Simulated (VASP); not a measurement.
# Be2Sb (P4/nmm) in VASP: single point with PBEsol

Aim: the single point of Be2Sb with PBEsol.

Everything below comes from runs of VASP 6.6.1. Logs are shortened: lines on timing, memory, paths and dates and some standing lists are left out, and cuts for length are marked.

## Step 1: The cell of the first run

Symmetry: P4/nmm, No. 129, tetragonal system. The conventional cell has a = 3.707 Å, b = 3.707 Å, c = 5.656 Å, α = 90.00°, β = 90.00°, γ = 90.00°. Within 3.2 Å of Be (site symmetry -4m2) lie 8 Be at 2.40 to 2.62 Å and 4 Sb at 2.51 Å. Within 3.3 Å of Be (site symmetry 4mm) lie 4 Be at 2.40 Å and 6 Sb at 2.43 to 3.22 Å. Sb (site symmetry 4mm) has 10 Be at 2.43 to 3.22 Å within 3.3 Å.

## Step 2: Single point, PBEsol

POSCAR reads:

```
Be2Sb
1.0
    3.7072060000      0.0000000000      0.0000000000
    0.0000000000      3.7072060000      0.0000000000
    0.0000000000      0.0000000000      5.6564610000
Be Sb
4 2
Direct
    0.0000000000      0.0000000000      0.0000000000
    0.5000000000      0.5000000000      0.0000000000
    0.0000000000      0.5000000000      0.2700000000
    0.5000000000      0.0000000000      0.7300000000
    0.0000000000      0.5000000000      0.7000000000
    0.5000000000      0.0000000000      0.3000000000
```

INCAR.step1 reads:

```
SYSTEM = Be2Sb
  PREC = Accurate
  ENCUT = 520
  EDIFF = 1E-6
  ISMEAR = -1
  SIGMA = 0.0317
  LREAL = .FALSE.
  LASPH = .TRUE.
  NELM = 100
  ALGO = Normal
  ISIF = 2
  LWAVE = .FALSE.
  LCHARG = .TRUE.
  GGA = PS
  NBANDS = 18
```

KPOINTS.step1 reads:

```
Automatic mesh
0
G
  9 9 6
  0 0 0
```

INCAR.step2 reads:

```
SYSTEM = Be2Sb
  PREC = Accurate
  ENCUT = 520
  EDIFF = 1E-6
  ISMEAR = -5
  SIGMA = 0.0317
  LREAL = .FALSE.
  LASPH = .TRUE.
  NELM = 100
  ALGO = Normal
  ISIF = 2
  LWAVE = .FALSE.
  LCHARG = .FALSE.
  GGA = PS
  LORBIT = 11
  NEDOS = 2001
  ICHARG = 11
```

KPOINTS.step2 reads:

```
Automatic mesh
0
G
  14 14 9
  0 0 0
```

Potentials or basis: VASP PAW PBE potentials, release 64 (Be, Sb).

The run is started by

```
cat potpaw_PBE.64/Be/POTCAR potpaw_PBE.64/Sb/POTCAR > POTCAR
cp INCAR.step1 INCAR
cp KPOINTS.step1 KPOINTS
mpirun -np 1 vasp_std > vasp.out
cp INCAR.step2 INCAR
cp KPOINTS.step2 KPOINTS
mpirun -np 1 vasp_std > vasp.out
```

OUTCAR:

```text
SYSTEM = Be2Sb
   PREC = Accurate
   ENCUT = 520
   EDIFF = 1E-6
   ISMEAR = -5
   LREAL = .FALSE.
   LASPH = .TRUE.
   NELM = 100
   ISIF = 2
   GGA = PS
   LORBIT = 11
   ICHARG = 11

 ion  position               nearest neighbor table
   1  0.000  0.000  0.000-   5 2.51   6 2.51   5 2.51   6 2.51
   2  0.500  0.500  0.000-   5 2.51   6 2.51   6 2.51   5 2.51
   3  0.000  0.500  0.270-   5 2.43   6 2.63   6 2.63   6 2.63   6 2.63
   4  0.500  0.000  0.730-   6 2.43   5 2.63   5 2.63   5 2.63   5 2.63
   5  0.000  0.500  0.700-   3 2.43   2 2.51   1 2.51   1 2.51   2 2.51   4 2.63   4 2.63   4 2.63
                             4 2.63   6 3.46   6 3.46   6 3.46   6 3.46
   6  0.500  0.000  0.300-   4 2.43   2 2.51   1 2.51   2 2.51   1 2.51   3 2.63   3 2.63   3 2.63
                             3 2.63   5 3.46   5 3.46   5 3.46   5 3.46

  LATTYP: Found a simple tetragonal cell.
 ALAT       =     3.7072060000
 C/A-ratio  =     1.5258016415

  Lattice vectors:

 A1 = (   3.7072060000,   0.0000000000,   0.0000000000)
 A2 = (   0.0000000000,   3.7072060000,   0.0000000000)
 A3 = (   0.0000000000,   0.0000000000,   5.6564610000)

Analysis of symmetry for initial positions (statically):
=====================================================================
 Subroutine PRICEL returns:
 Original cell was already a primitive cell.

 Routine SETGRP: Setting up the symmetry group for a
 simple tetragonal supercell.

 Subroutine GETGRP returns: Found 16 space group operations
 (whereof  8 operations were pure point group operations)
 out of a pool of 16 trial point group operations.

The static configuration has the point symmetry D_2d.
 The point group associated with its full space group is D_4h.

Analysis of symmetry for dynamics (positions and initial velocities):
=====================================================================
 Subroutine PRICEL returns:
 Original cell was already a primitive cell.

 Routine SETGRP: Setting up the symmetry group for a
 simple tetragonal supercell.

 Subroutine GETGRP returns: Found 16 space group operations
 (whereof  8 operations were pure point group operations)
 out of a pool of 16 trial point group operations.

The dynamic configuration has the point symmetry D_2d.
 The point group associated with its full space group is D_4h.

 Subroutine INISYM returns: Found 16 space group operations
 (whereof  8 operations are pure point group operations),
 and found     1 'primitive' translations

----------------------------------------------------------------------------------------

                                     Primitive cell

  volume of cell :      77.7389

  direct lattice vectors                    reciprocal lattice vectors
     3.707206000  0.000000000  0.000000000     0.269744924  0.000000000  0.000000000
     0.000000000  3.707206000  0.000000000     0.000000000  0.269744924  0.000000000
     0.000000000  0.000000000  5.656461000     0.000000000  0.000000000  0.176788985

  length of vectors
     3.707206000  3.707206000  5.656461000     0.269744924  0.269744924  0.176788985

  position of ions in fractional coordinates (direct lattice)
     0.000000000  0.000000000  0.000000000
     0.500000000  0.500000000  0.000000000
     0.000000000  0.500000000  0.270000000
     0.500000000  0.000000000  0.730000000
     0.000000000  0.500000000  0.700000000
     0.500000000  0.000000000  0.300000000

  ion indices of the primitive-cell ions
   primitive index   ion index
                 1           1
                 2           2
                 3           3
                 4           4
                 5           5
                 6           6

----------------------------------------------------------------------------------------

 KPOINTS: Automatic mesh

Automatic generation of k-mesh.
 Grid dimensions read from file:
 generate k-points for:   14   14    9

 Generating k-lattice:

  Cartesian coordinates                     Fractional coordinates (reciprocal lattice)
     0.019267495  0.000000000  0.000000000     0.071428571  0.000000000  0.000000000
     0.000000000  0.019267495  0.000000000     0.000000000  0.071428571  0.000000000
     0.000000000  0.000000000  0.019643221     0.000000000  0.000000000  0.111111111

  Length of vectors
     0.019267495  0.019267495  0.019643221

  Shift w.r.t. Gamma in fractional coordinates (k-lattice)
     0.000000000  0.000000000  0.000000000

 TETIRR: Found   2653 inequivalent tetrahedra from    10584

 Subroutine IBZKPT returns following result:
 ===========================================

 Found    180 irreducible k-points:

 Following reciprocal coordinates:
            Coordinates               Weight
  0.000000  0.000000  0.000000      1.000000
  0.071429  0.000000  0.000000      4.000000
  0.142857  0.000000  0.000000      4.000000
  0.214286  0.000000  0.000000      4.000000
  0.285714  0.000000  0.000000      4.000000
  0.357143  0.000000  0.000000      4.000000
[... 16 lines left out ...]
  0.285714  0.214286  0.000000      8.000000
  0.357143  0.214286  0.000000      8.000000
 [... further k-points ...]
   k-points           NKPTS =    180   k-points in BZ     NKDIM =    180   number of bands    NBANDS=     13
   number of dos      NEDOS =   2001   number of ions     NIONS =      6
   total plane-waves  NPLWV =  32928
   dimension x,y,z NGX =    28 NGY =   28 NGZ =   42
   dimension x,y,z NGXF=    56 NGYF=   56 NGZF=   84
   ions per type =               4   2
   NGX,Y,Z   is equivalent  to a cutoff of  12.56, 12.56, 12.34 a.u.
   NGXF,Y,Z  is equivalent  to a cutoff of  25.11, 25.11, 24.69 a.u.
 SYSTEM =  Be2Sb
   PREC   = accura    normal or accurate (medium, high low for compatibility)
   ISTART =      0    job   : 0-new  1-cont  2-samecut
   ICHARG =     11    charge: 1-file 2-atom 10-const
   ISPIN  =      1    spin polarized calculation?
   LNONCOLLINEAR =      F non collinear calculations
   LSORBIT =      F    spin-orbit coupling
   LASPH  =      T    aspherical Exc in radial PAW
   ENCUT  =  520.0 eV  38.22 Ry    6.18 a.u.   6.89  6.89 10.52*2*pi/ulx,y,z
   NELM   =    100;   NELMIN=  2; NELMDL=  0     # of ELM steps
   EDIFF  = 0.1E-05   stopping-criterion for ELM
   LREAL  =      F    real-space projection
   EDIFFG = 0.1E-04   stopping-criterion for IOM
   NSW    =      0    number of steps for IOM
   IBRION =     -1    ionic relax: 0-MD 1-quasi-New 2-CG
   NFREE  =      0    steps in history (QN), initial steepest desc. (CG)
   ISIF   =      2    stress and relaxation
   ISYM   =      2    0-nonsym 1-usesym 2-fastsym
   POTIM  = 0.5000    time-step for ionic-motion
   TEBEG  =    0.0;   TEEND  =   0.0 temperature during run
   PSTRESS=    0.0 pullay stress
   NELECT =      18.0000    total number of electrons
   NUPDOWN=      -1.0000    fix difference up-down
   EMIN   =  10.00;   EMAX   =-10.00  energy-range for DOS
   EFERMI =   0.00;   METHOD = LEGACY
   ISMEAR =    -5;   SIGMA  =   0.03  broadening in eV -4-tet -1-fermi 0-gaus
   EFERMI_NEDOS =   21; number of points for ismear=-14 and -15
   IALGO  =     38    algorithm
   IMIX   =      4    mixing-type and parameters
     AMIX     =   0.40;   BMIX     =  1.00
     AMIX_MAG =   1.60;   BMIX_MAG =  1.00
  volume/ion in A,a.u.               =      12.96        87.43
  Fermi-wavevector in a.u.,A,eV,Ry     =   1.005278  1.899700 13.749833  1.010584
  Thomas-Fermi vector in A             =   2.137947
   LORBIT       =     11    0 simple, 1 ext, 2 COOP (PROOUT), +10 PAW based schemes
   GGA     = PS    functional components
   LHFCALC =     F    Hartree Fock is set to
   AEXX    =    0.0000 exact exchange contribution
   IVDW    =     0    specifies the selected vdW correction
   LEPSILON=     F    determine dielectric tensor
   LRPA    =     F    only Hartree local field effects (RPA)
 non-spin polarized calculation
 Fermi weights with tetrahedron method with Bloechl corrections
  energy-cutoff  :      520.00
  volume of cell :       77.74
 maximum number of plane-waves:      2109
 NGX is ok and might be reduce to    28

 number of electron      18.0000001 magnetization

 Free energy of the ion-electron system (eV)
  ---------------------------------------------------
  ext. energy  EPLUGINS =         0.00000000
  ---------------------------------------------------
  free energy    TOTEN  =       -21.96039867 eV

  energy without entropy =      -21.96039867  energy(sigma->0) =      -21.96039867

 E-fermi :   9.7180     XC(G=0): -10.8393

 val. band max:        9.7663259329   @ k =   0.0714   0.0714   0.2222
 cond. band min:       9.5986153249   @ k =   0.3571   0.3571   0.0000
 fundamental gap:     -0.1677106080
 Fermi energy:         9.7180056641

 k-point     1 :       0.0000    0.0000    0.0000
  band No.  band energies     occupation
      1      -4.3225      2.00000
      2      -1.1318      2.00000
      3       1.4249      2.00000
      4       5.1505      2.00000
      5       5.1505      2.00000
      6       7.6612      2.00000
      7       9.0270      2.00000
      8       9.0270      2.00000
      9       9.6759      2.00000
     10      10.2562      0.00000
     11      11.4670      0.00000
     12      11.5428      0.00000
     13      11.5428      0.00000

 k-point     2 :       0.0714    0.0000    0.0000
  band No.  band energies     occupation
      1      -4.2731      2.00000
      2      -1.1050      2.00000
      3       1.4753      2.00000
      4       4.7421      2.00000
      5       5.2103      2.00000
      6       7.8441      2.00000
      7       8.4691      2.00000
      8       9.0857      2.00000
      9       9.3538      2.00000
     10      10.5091      0.00000
     11      11.5938      0.00000
[... 339 lines left out ...]
 k-point    24 :       0.3571    0.2143    0.0000
  band No.  band energies     occupation
      1      -2.6790      2.00000
      2      -0.8049      2.00000
      3       2.4982      2.00000
      4       3.0577      2.00000
      5       4.3053      2.00000
      6       4.5535      2.00000
      7       5.4089      2.00000
      8       6.4838      2.00000
      9       8.6888      2.01610
     10      10.3948     -0.02626
     11      11.0623      0.00000
     12      12.8223      0.00000
     13      13.1568      0.00000

 [... further k-points ...]
[... 5 lines left out ...]
  --------------------------------------------------------------------------------------
  -------------------------------------------------------------------------------------
  Total        5.2472657      5.2472657      9.0545671      0.0000000      0.0000000      0.0000000
  in kB      108.1447412    108.1447412    186.6122026      0.0000000      0.0000000      0.0000000
  external PRESSURE =     134.3005617 kB  Pullay stress =       0.0000000 kB

 VOLUME and BASIS-vectors are now :
 -----------------------------------------------------------------------------
  energy-cutoff  :      520.00
  volume of cell :       77.74
      direct lattice vectors                 reciprocal lattice vectors
     3.707206000  0.000000000  0.000000000     0.269744924  0.000000000  0.000000000
     0.000000000  3.707206000  0.000000000     0.000000000  0.269744924  0.000000000
     0.000000000  0.000000000  5.656461000     0.000000000  0.000000000  0.176788985

 POSITION                                       TOTAL-FORCE (eV/Angst)
 -----------------------------------------------------------------------------------
      0.00000      0.00000      0.00000        -0.000000      0.000000      0.000000
      1.85360      1.85360      0.00000         0.000000      0.000000      0.000000
      0.00000      1.85360      1.52724         0.000000      0.000000     -0.785915
      1.85360      0.00000      4.12922        -0.000000      0.000000      0.785915
      0.00000      1.85360      3.95952         0.000000      0.000000     -0.616527
      1.85360      0.00000      1.69694         0.000000     -0.000000      0.616527
 -----------------------------------------------------------------------------------
    total drift:                               -0.000000     -0.000000     -0.000000

  FREE ENERGIE OF THE ION-ELECTRON SYSTEM (eV)
  ---------------------------------------------------
  free  energy   TOTEN  =       -21.9603986682 eV

  energy  without entropy=      -21.9603986682  energy(sigma->0) =      -21.96039867

 total charge

# of ion       s       p       d       tot
------------------------------------------
    1        0.362   0.621   0.000   0.984
    2        0.362   0.621   0.000   0.984
    3        0.423   0.611   0.000   1.034
    4        0.423   0.611   0.000   1.034
    5        1.155   1.350   0.087   2.592
    6        1.155   1.350   0.087   2.592
--------------------------------------------------
tot          3.881   5.163   0.175   9.219
```

Run time: 81 s. Hardware: 1 thread of Intel Xeon Platinum 8488C (Sapphire Rapids), shared host; peak memory 0.31 GiB.

What came out:

```yaml
Valence_electrons_inside_the_program's_atomic_spheres: Be 0.98, 1.03 (each value once); Sb 2.59
```

Levels at points of the mesh, in eV from the Fermi level:
| k point | band 7 | band 8 | band 9 | band 10 | band 11 | band 12 |
| --- | --- | --- | --- | --- | --- | --- |
| (0.00, 0.00, 0.00) | -0.69 | -0.69 | -0.04 | 0.54 | 1.75 | 1.82 |
| (0.50, 0.00, 0.00) | -1.74 | -1.74 | 0.85 | 0.85 | 2.36 | 2.36 |
| (0.50, 0.50, 0.00) | -5.00 | -5.00 | -2.62 | -2.62 | -0.38 | -0.38 |

Caveat: the PAW data sets were made with another functional, which shifts forces and pressure a little; spin-orbit coupling is left out, which moves the levels of the heavy elements; tetrahedron occupations give inexact forces and stress in metals.
